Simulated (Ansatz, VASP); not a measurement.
## One calculation of Mg2O, two programs

```
CELL_PARAMETERS angstrom
3.19649 -0.02810 -0.25176
-0.01079 3.16047 -0.16102
0.41142 0.26085 4.83581
ATOMIC_POSITIONS crystal
Mg 0.43611 0.17758 0.32323
Mg 0.93337 0.67623 0.82831
O 0.93431 0.17711 0.57368
```

Alike in both runs: functional PBE; k mesh 6 × 5 × 5; occupations gaussian, width 0.2 eV; no spin polarisation.

Ansatz relaxed the structure, and its values are those at the end. VASP's run is a single point on that final structure, the one shown.

|  | VASP | Ansatz |
| --- | --- | --- |
| version | VASP 6.6.1 | Ansatz 0.2.0 |
| potentials or method | VASP PAW PBE potentials, release 64 (Mg, O), cutoff 520 eV | scalar-relativistic, plane waves, PAW |
| valence electrons in the cell | 10 | 26 |

VASP gave:

```
gap on the k mesh at the Fermi level (eV) : none
pressure (GPa)                            : -0.2
rms of the force components (eV/Å)        : 0.018
```

**Question.** Which values does Ansatz return?

**Answer.** gap on the k mesh at the Fermi level (eV): none; pressure (GPa): 0.1; rms of the force components (eV/Å): 0.023.

A gap of «none» marks a metal or a gap that the smearing closes. The functional is the same, so the differences come from potentials, cutoffs and numerics. VASP's potentials hold 10 valence electrons a cell and Ansatz's 26, so a difference there can come from the potentials and not from the codes.

The k mesh is coarse, so the values compare programs but aren't converged.
